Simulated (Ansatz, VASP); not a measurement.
# W in VASP and in Ansatz

POSCAR

```
W
1.0
    0.0000000000      2.0025642044      2.0025642044
    2.0025642044      0.0000000000      2.0025642044
    2.0025642044      2.0025642044      0.0000000000
W
1
Direct
    0.0000000000      0.0000000000      0.0000000000
```

The input INCAR.step1:

```
SYSTEM = W
ALGO = Normal
EDIFF = 1E-5
ENCUT = 520
GGA = PE
ISIF = 2
ISMEAR = -1
LASPH = .TRUE.
LCHARG = .FALSE.
LREAL = .FALSE.
LWAVE = .TRUE.
NBANDS = 13
NELM = 100
PREC = Accurate
SIGMA = 0.05
```

The input INCAR.step2:

```
SYSTEM = W
ALGO = Normal
EDIFF = 1E-7
ENCUT = 520
GGA = PE
HFSCREEN = 0.2079
ISIF = 2
ISMEAR = -1
ISTART = 1
LASPH = .TRUE.
LCHARG = .FALSE.
LHFCALC = .TRUE.
LREAL = .FALSE.
LWAVE = .FALSE.
NBANDS = 13
NELM = 100
PREC = Accurate
PRECFOCK = Normal
SIGMA = 0.05
```

KPOINTS

```
k-points
0
G
  6 6 6
  0 0 0
```

File input:

```
crystal:
  lattice:
    - [0.0, 2.0025642044, 2.0025642044]
    - [2.0025642044, 0.0, 2.0025642044]
    - [2.0025642044, 2.0025642044, 0.0]
  atoms:
    - { symbol: W, position: [0.0, 0.0, 0.0] }
hamiltonian:
  xc: hse06
  pseudopotentials: { kind: paw }
kpoints:
  mp_grid: { grid: [6, 6, 6] }
scf:
  occupations: { method: fermi_dirac, width: 0.05 }
output:
  forces: true
  stress: true
  eigenvalues: true
```

Alike in both runs: task single point; functional HSE06; k mesh 6 × 6 × 6; occupations fermi-dirac, width 0.05 eV; no spin polarisation.

|  | VASP | Ansatz |
| --- | --- | --- |
| version | VASP 6.6.1 | Ansatz 0.2.0 |
| potentials or method | VASP PAW PBE potentials, release 64 (W_sv) | Ansatz PAW |
| plane-wave cutoff (eV) | 520 | 420 |
| valence electrons in the cell | 14 | 14 |

```tsv
	VASP	Ansatz	Ansatz less VASP
gap on the k mesh at the Fermi level (eV)	none	none	-
pressure (GPa)	3.1	3.6	+0.47
```

A gap of «none» marks a metal or a gap that the smearing closes.

The k mesh is coarse, so the values compare programs but aren't converged. Neither program's run includes spin-orbit coupling.
